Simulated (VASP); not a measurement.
# Ru (P6_3/mmc) in VASP: a series of runs, part 2 of 2

VASP 6.6.1. Earlier steps stand in the parts before.

### Step 3. Single point, r2SCAN (13.49 Å³/atom)

This run uses another cell than the first one, of 13.49 Å³/atom.

The input, POSCAR:

```
Ru
1.0
    2.7021994069      0.0000000000      0.0000000000
   -1.3510997034      2.3401733325      0.0000000000
    0.0000000000      0.0000000000      4.2668115098
Ru
2
Direct
    0.3333333333      0.6666666667      0.7500000000
    0.6666666667      0.3333333333      0.2500000000
```

The input, INCAR.step1:

```
SYSTEM = Ru
  ALGO = Normal
  EDIFF = 1E-4
  ENCUT = 520
  GGA = PE
  ISMEAR = 0
  LASPH = .True.
  LCHARG = .False.
  LREAL = .False.
  LWAVE = .True.
  NBANDS = 21
  NELM = 100
  PREC = Accurate
  SIGMA = 0.05
```

The input, INCAR.step2:

```
SYSTEM = Ru
  ALGO = Normal
  EDIFF = 1E-7
  ENCUT = 520
  ISIF = 2
  ISMEAR = 0
  ISTART = 1
  LASPH = .True.
  LCHARG = .False.
  LMIXTAU = .True.
  LREAL = .False.
  LWAVE = .False.
  METAGGA = R2SCAN
  NBANDS = 21
  NELM = 100
  PREC = Accurate
  SIGMA = 0.05
```

The input, KPOINTS:

```
k-points
0
Gamma
  18 18 10
  0 0 0
```

Potentials or basis: VASP PAW PBE potentials, release 64 (Ru_pv).

Run with:

```sh
cat potpaw_PBE.64/Ru_pv/POTCAR > POTCAR
cp INCAR.step1 INCAR
mpirun -np 1 vasp_std > vasp.out
cp INCAR.step2 INCAR
mpirun -np 1 vasp_std > vasp.out
```

OUTCAR:

```text
SYSTEM = Ru
   EDIFF = 1E-7
   ENCUT = 520
   ISIF = 2
   ISMEAR = 0
   ISTART = 1
   LASPH = .True.
   LREAL = .False.
   METAGGA = R2SCAN
   NELM = 100
   PREC = Accurate

 ion  position               nearest neighbor table
   1  0.333  0.667  0.750-   2 2.64   2 2.64   2 2.64   2 2.64   2 2.64   2 2.64
   2  0.667  0.333  0.250-   1 2.64   1 2.64   1 2.64   1 2.64   1 2.64   1 2.64

  LATTYP: Found a hexagonal cell.
 ALAT       =     2.7021994069
 C/A-ratio  =     1.5790143018

  Lattice vectors:

 A1 = (   2.7021994069,   0.0000000000,   0.0000000000)
 A2 = (  -1.3510997034,   2.3401733325,   0.0000000000)
 A3 = (   0.0000000000,   0.0000000000,   4.2668115098)

Analysis of symmetry for initial positions (statically):
=====================================================================
 Subroutine PRICEL returns:
 Original cell was already a primitive cell.

 Routine SETGRP: Setting up the symmetry group for a
 hexagonal supercell.

 Subroutine GETGRP returns: Found 24 space group operations
 (whereof 12 operations were pure point group operations)
 out of a pool of 24 trial point group operations.

The static configuration has the point symmetry D_3d.
 The point group associated with its full space group is D_6h.

Analysis of symmetry for dynamics (positions and initial velocities):
=====================================================================
 Subroutine PRICEL returns:
 Original cell was already a primitive cell.

 Routine SETGRP: Setting up the symmetry group for a
 hexagonal supercell.

 Subroutine GETGRP returns: Found 24 space group operations
 (whereof 12 operations were pure point group operations)
 out of a pool of 24 trial point group operations.

The dynamic configuration has the point symmetry D_3d.
 The point group associated with its full space group is D_6h.

 Subroutine INISYM returns: Found 24 space group operations
 (whereof 12 operations are pure point group operations),
 and found     1 'primitive' translations

----------------------------------------------------------------------------------------

                                     Primitive cell

  volume of cell :      26.9817

  direct lattice vectors                    reciprocal lattice vectors
     2.702199407  0.000000000  0.000000000     0.370068914  0.213659387  0.000000000
    -1.351099703  2.340173333  0.000000000     0.000000000  0.427318774  0.000000000
     0.000000000  0.000000000  4.266811510     0.000000000  0.000000000  0.234367044

  length of vectors
     2.702199407  2.702199407  4.266811510     0.427318774  0.427318774  0.234367044

  position of ions in fractional coordinates (direct lattice)
     0.333333333  0.666666667  0.750000000
     0.666666667  0.333333333  0.250000000

  ion indices of the primitive-cell ions
   primitive index   ion index
                 1           1
                 2           2

----------------------------------------------------------------------------------------

 KPOINTS: k-points

Automatic generation of k-mesh.
 Grid dimensions read from file:
 generate k-points for:   18   18   10

 Generating k-lattice:

  Cartesian coordinates                     Fractional coordinates (reciprocal lattice)
     0.020559384  0.011869966  0.000000000     0.055555556 -0.000000000  0.000000000
     0.000000000  0.023739932  0.000000000     0.000000000  0.055555556  0.000000000
     0.000000000  0.000000000  0.023436704     0.000000000  0.000000000  0.100000000

  Length of vectors
     0.023739932  0.023739932  0.023436704

  Shift w.r.t. Gamma in fractional coordinates (k-lattice)
     0.000000000  0.000000000  0.000000000

 Subroutine IBZKPT returns following result:
 ===========================================

 Found    222 irreducible k-points:

 Following reciprocal coordinates:
            Coordinates               Weight
  0.000000  0.000000  0.000000      1.000000
  0.055556  0.000000  0.000000      6.000000
  0.111111  0.000000  0.000000      6.000000
  0.166667  0.000000  0.000000      6.000000
  0.222222 -0.000000  0.000000      6.000000
  0.277778  0.000000  0.000000      6.000000
[... 16 lines left out ...]
  0.333333  0.111111  0.000000     12.000000
  0.388889  0.111111  0.000000     12.000000
 [... further k-points ...]
   k-points           NKPTS =    222   k-points in BZ     NKDIM =    222   number of bands    NBANDS=     21
   number of dos      NEDOS =    301   number of ions     NIONS =      2
   total plane-waves  NPLWV =  12800
   dimension x,y,z NGX =    20 NGY =   20 NGZ =   32
   dimension x,y,z NGXF=    40 NGYF=   40 NGZF=   64
   ions per type =               2
   NGX,Y,Z   is equivalent  to a cutoff of  12.30, 12.30, 12.47 a.u.
   NGXF,Y,Z  is equivalent  to a cutoff of  24.61, 24.61, 24.94 a.u.
 SYSTEM =  Ru
   PREC   = accura    normal or accurate (medium, high low for compatibility)
   ISTART =      1    job   : 0-new  1-cont  2-samecut
   ICHARG =      0    charge: 1-file 2-atom 10-const
   ISPIN  =      1    spin polarized calculation?
   LNONCOLLINEAR =      F non collinear calculations
   LSORBIT =      F    spin-orbit coupling
   LASPH  =      T    aspherical Exc in radial PAW
   ENCUT  =  520.0 eV  38.22 Ry    6.18 a.u.   5.02  5.02  7.93*2*pi/ulx,y,z
   NELM   =    100;   NELMIN=  2; NELMDL=  0     # of ELM steps
   EDIFF  = 0.1E-06   stopping-criterion for ELM
   LREAL  =      F    real-space projection
   EDIFFG = 0.1E-05   stopping-criterion for IOM
   NSW    =      0    number of steps for IOM
   IBRION =     -1    ionic relax: 0-MD 1-quasi-New 2-CG
   NFREE  =      0    steps in history (QN), initial steepest desc. (CG)
   ISIF   =      2    stress and relaxation
   ISYM   =      2    0-nonsym 1-usesym 2-fastsym
   POTIM  = 0.5000    time-step for ionic-motion
   TEBEG  =    0.0;   TEEND  =   0.0 temperature during run
   PSTRESS=    0.0 pullay stress
   NELECT =      28.0000    total number of electrons
   NUPDOWN=      -1.0000    fix difference up-down
   EMIN   =  10.00;   EMAX   =-10.00  energy-range for DOS
   EFERMI =   0.00;   METHOD = LEGACY
   ISMEAR =     0;   SIGMA  =   0.05  broadening in eV -4-tet -1-fermi 0-gaus
   EFERMI_NEDOS =   21; number of points for ismear=-14 and -15
   IALGO  =     38    algorithm
   IMIX   =      4    mixing-type and parameters
     AMIX     =   0.40;   BMIX     =  1.00
     AMIX_MAG =   1.60;   BMIX_MAG =  1.00
  volume/ion in A,a.u.               =      13.49        91.04
  Fermi-wavevector in a.u.,A,eV,Ry     =   1.657440  3.132108 37.376676  2.747108
  Thomas-Fermi vector in A             =   2.745193
   LORBIT       =      0    0 simple, 1 ext, 2 COOP (PROOUT), +10 PAW based schemes
   METAGGA = R2SCAN    functional components
   LHFCALC =     F    Hartree Fock is set to
   AEXX    =    0.0000 exact exchange contribution
   IVDW    =     0    specifies the selected vdW correction
   LEPSILON=     F    determine dielectric tensor
   LRPA    =     F    only Hartree local field effects (RPA)
 non-spin polarized calculation
 Gauss-broadening in eV      SIGMA  =   0.05
  energy-cutoff  :      520.00
  volume of cell :       26.98
 maximum number of plane-waves:       744
 NGX is ok and might be reduce to    20
   NGX =  9   NGY =  9   NGZ = 15

 number of electron      28.0000004 magnetization

 Free energy of the ion-electron system (eV)
  ---------------------------------------------------
  ext. energy  EPLUGINS =         0.00000000
  ---------------------------------------------------
  free energy    TOTEN  =       -50.85548478 eV

  energy without entropy =      -50.85298050  energy(sigma->0) =      -50.85423264

 E-fermi :  12.8329     XC(G=0): -15.4521

 val. band max:       12.8263578049   @ k =   0.1667   0.0000   0.4000
 cond. band min:      12.8351963006   @ k =   0.4444   0.1111   0.5000
 fundamental gap:      0.0088384957
 Fermi energy:        12.8328834903

 k-point     1 :       0.0000    0.0000    0.0000
  band No.  band energies     occupation
      1     -32.2682      2.00000
      2     -31.2404      2.00000
      3     -31.2404      2.00000
      4     -31.0518      2.00000
      5     -31.0518      2.00000
      6     -31.0032      2.00000
[... 13 lines left out ...]
     20      21.2568      0.00000
     21      23.7888      0.00000
[... 529 lines left out ...]
 k-point    24 :       0.3889    0.1111    0.0000
  band No.  band energies     occupation
      1     -32.0079      2.00000
      2     -31.8043      2.00000
      3     -31.7380      2.00000
      4     -31.5336      2.00000
      5     -31.3245      2.00000
      6     -31.2397      2.00000
[... 13 lines left out ...]
     20      21.2568      0.00000
     21      24.6490      0.00000

 [... further k-points ...]

------------------------ aborting loop because EDIFF is reached ----------------------------------------

  FORCE on cell =-STRESS in cart. coord.  units (eV):
  Direction    XX          YY          ZZ          XY          YZ          ZX
  --------------------------------------------------------------------------------------
  -------------------------------------------------------------------------------------
  Total        0.2391163      0.2391163      0.2685658      0.0000000      0.0000000      0.0000000
  in kB       14.1987739     14.1987739     15.9474923      0.0000000      0.0000000      0.0000000
  external PRESSURE =      14.7816800 kB  Pullay stress =       0.0000000 kB

 VOLUME and BASIS-vectors are now :
 -----------------------------------------------------------------------------
  energy-cutoff  :      520.00
  volume of cell :       26.98
      direct lattice vectors                 reciprocal lattice vectors
     2.702199407  0.000000000  0.000000000     0.370068914  0.213659387  0.000000000
    -1.351099703  2.340173333  0.000000000     0.000000000  0.427318774  0.000000000
     0.000000000  0.000000000  4.266811510     0.000000000  0.000000000  0.234367044

 POSITION                                       TOTAL-FORCE (eV/Angst)
 -----------------------------------------------------------------------------------
     -0.00000      1.56012      3.20011        -0.000000      0.000000      0.000000
      1.35110      0.78006      1.06670         0.000000     -0.000000      0.000000
 -----------------------------------------------------------------------------------
    total drift:                                0.000000     -0.000000      0.000000

  FREE ENERGIE OF THE ION-ELECTRON SYSTEM (eV)
  ---------------------------------------------------
  free  energy   TOTEN  =       -50.8554847771 eV

  energy  without entropy=      -50.8529805040  energy(sigma->0) =      -50.85423264
```

It took 2.5 min on 1 thread of Intel Xeon 6975P-C (Granite Rapids), shared host; peak memory 0.21 GiB.

What came out:

```
Free energy            : -50.8555 eV
Pressure               : 1.5 GPa
Band gap on the k mesh : zero (bands 14 and 15 overlap by 3.29 eV)
```

Stress tensor (GPa, compression positive):
```
1.42 0.00 0.00
0.00 1.42 0.00
0.00 0.00 1.59
```

Caveat: the PAW data sets were made with another functional, which shifts forces and pressure a little.

### Step 4. Single point, r2SCAN

This run uses another cell than the first one, of 13.76 Å³/atom.

The input, POSCAR:

```
Ru
1.0
    2.7214497464      0.0000000000      0.0000000000
   -1.3607248732      2.3568446155      0.0000000000
    0.0000000000      0.0000000000      4.2895690034
Ru
2
Direct
    0.3333333333      0.6666666667      0.7500000000
    0.6666666667      0.3333333333      0.2500000000
```

The input, INCAR.step1:

```
PREC = Accurate
ENCUT = 520
ISMEAR = 0
SIGMA = 0.05
LREAL = False
LASPH = True
NELM = 80
NBANDS = 21
GGA = PE
ALGO = Normal
EDIFF = 1E-4
LWAVE = True
LCHARG = False
```

The input, INCAR.step2:

```
PREC = Accurate
ENCUT = 520
EDIFF = 1E-6
ISMEAR = 0
SIGMA = 0.05
LREAL = False
LASPH = True
NELM = 80
ALGO = Normal
ISIF = 2
LWAVE = False
LCHARG = True
METAGGA = R2SCAN
LMIXTAU = True
LELF = True
LVHAR = True
NBANDS = 21
ISTART = 1
```

The input, KPOINTS:

```
Automatic mesh
0
Gamma
  18 18 10
```

Run with:

```sh
cat potpaw_PBE.64/Ru_pv/POTCAR > POTCAR
cp INCAR.step1 INCAR
mpirun -np 1 vasp_std > vasp.out
cp INCAR.step2 INCAR
mpirun -np 1 vasp_std > vasp.out
```

It took 2.3 min on 1 thread of Intel Xeon 6975P-C (Granite Rapids), shared host; peak memory 0.21 GiB.

The run converged. Its results:

```yaml
Free_energy: -50.8498 eV
Pressure: -4.9 GPa
Band_gap_on_the_k_mesh: zero (bands 14 and 15 overlap by 3.19 eV)
```

Stress tensor (GPa, compression positive):
```
-5.09  0.00  0.00
 0.00 -5.09  0.00
 0.00  0.00 -4.65
```

Levels at points of the mesh, in eV from the Fermi level:
```csv
k point,band 10,band 11,band 12,band 13,band 14,band 15,band 16,band 17,band 18,band 19
"(0.00, 0.00, 0.00)",-2.64,-2.42,-1.94,-1.94,-1.45,-1.45,1.22,1.22,1.39,8.42
"(0.50, 0.00, 0.00)",-3.10,-2.11,-1.85,-1.52,1.44,1.87,1.97,4.16,6.31,8.42
"(0.00, 0.00, 0.50)",-2.82,-2.82,-2.82,-2.75,-2.75,0.56,0.56,0.56,0.56,8.42
"(0.50, 0.00, 0.50)",-4.62,-1.09,-1.09,0.47,0.47,1.70,1.70,3.49,3.49,8.42
```

Caveat: the cell stands under tension; the PAW data sets were made with another functional, which shifts forces and pressure a little.

### Step 5. Overview

| cell | gap on the mesh (eV) | pressure (GPa) |
| --- | --- | --- |
| a = 2.680, b = 2.680, c = 4.237 Å, angles 90.0, 90.0, 120.0°, 2 atoms | none | 10.0 |
| a = 2.702, b = 2.702, c = 4.267 Å, angles 90.0, 90.0, 120.0°, 2 atoms | none | 1.5 |
| a = 2.721, b = 2.721, c = 4.290 Å, angles 90.0, 90.0, 120.0°, 2 atoms | none | -4.9 |

Alike in all rows: task single point; level r2SCAN; potentials or basis VASP PAW PBE potentials, release 64 (Ru_pv); no spin polarisation; k mesh 18 × 18 × 10; cutoff (eV) 520; smearing gaussian 0.05 eV.

Caveats: the PAW data sets were made with another functional, which shifts forces and pressure a little; the cell stands under pressure (at least some runs); the cell stands under tension (at least some runs).

Absolute energies hang on the potentials; compare differences alone.
